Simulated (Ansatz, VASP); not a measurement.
**Two plane-wave programs on MgSb7**

File INCAR:

```
PREC = Accurate
ENCUT = 600
EDIFF = 1E-6
ISMEAR = 0
SIGMA = 0.1
LREAL = F
LASPH = T
NELM = 120
ALGO = Normal
ISIF = 2
LWAVE = F
LCHARG = T
GGA = PE
LELF = T
LVHAR = T
NBANDS = 28
GGA_COMPAT = F
```

The input KPOINTS:

```
Automatic mesh
0
Gamma
  4 4 4
```

POSCAR

```
MgSb7
1.0
    0.0000000000      5.1782313400      5.1782313400
    5.1782313400      0.0000000000      5.1782313400
    5.1782313400      5.1782313400      0.0000000000
Mg Sb
1 7
Direct
    0.0000000000      0.0000000000      0.0000000000
    0.9656006900      0.5343993100      0.5343993100
    0.5343993100      0.9656006900      0.9656006900
    0.5343993100      0.9656006900      0.5343993100
    0.9656006900      0.5343993100      0.9656006900
    0.5343993100      0.5343993100      0.9656006900
    0.9656006900      0.9656006900      0.5343993100
    0.2500000000      0.2500000000      0.2500000000
```

Input for Ansatz:

```yaml
crystal:
  lattice:
    - [0.0, 5.17823134, 5.17823134]
    - [5.17823134, 0.0, 5.17823134]
    - [5.17823134, 5.17823134, 0.0]
  atoms:
    - { symbol: Mg, position: [0.0, 0.0, 0.0] }
    - { symbol: Sb, position: [0.96560069, 0.53439931, 0.53439931] }
    - { symbol: Sb, position: [0.53439931, 0.96560069, 0.96560069] }
    - { symbol: Sb, position: [0.53439931, 0.96560069, 0.53439931] }
    - { symbol: Sb, position: [0.96560069, 0.53439931, 0.96560069] }
    - { symbol: Sb, position: [0.53439931, 0.53439931, 0.96560069] }
    - { symbol: Sb, position: [0.96560069, 0.96560069, 0.53439931] }
    - { symbol: Sb, position: [0.25, 0.25, 0.25] }
basis:
  ecutwfc: 420
kpoints:
  mp_grid: { grid: [4, 4, 4] }
hamiltonian:
  xc: pbe
scf:
  occupations: { method: gaussian, width: 0.1 }
  lower_state_search: "off"
output:
  forces: true
  stress: true
  eigenvalues: true
```

Alike in both runs: task single point; functional PBE; k mesh 4 × 4 × 4; occupations gaussian, width 0.1 eV; no spin polarisation.

|  | VASP | Ansatz |
| --- | --- | --- |
| version | VASP 6.6.1 | Ansatz 0.2.0 |
| potentials or method | VASP PAW PBE potentials, release 64 (Mg, Sb), cutoff 600 eV | scalar-relativistic, plane waves, PAW |
| valence electrons in the cell | 37 | 115 |

Ansatz gave:

```
gap on the k mesh at the Fermi level (eV) : none
pressure (GPa)                            : 0.7
rms of the force components (eV/Å)        : 0.168
```

Question: What did VASP give for the same quantities?

Answer: gap on the k mesh at the Fermi level (eV): none; pressure (GPa): 0.7; rms of the force components (eV/Å): 0.173.

Atom by atom the forces differ by 0.004 eV/Å (rms over components). A gap of «none» marks a metal or a gap that the smearing closes. With one functional, cell and mesh, what is left measures potentials, basis and numerics. VASP's potentials hold 37 valence electrons a cell and Ansatz's 115, so a difference there can come from the potentials and not from the codes.

Neither program's run includes spin-orbit coupling.
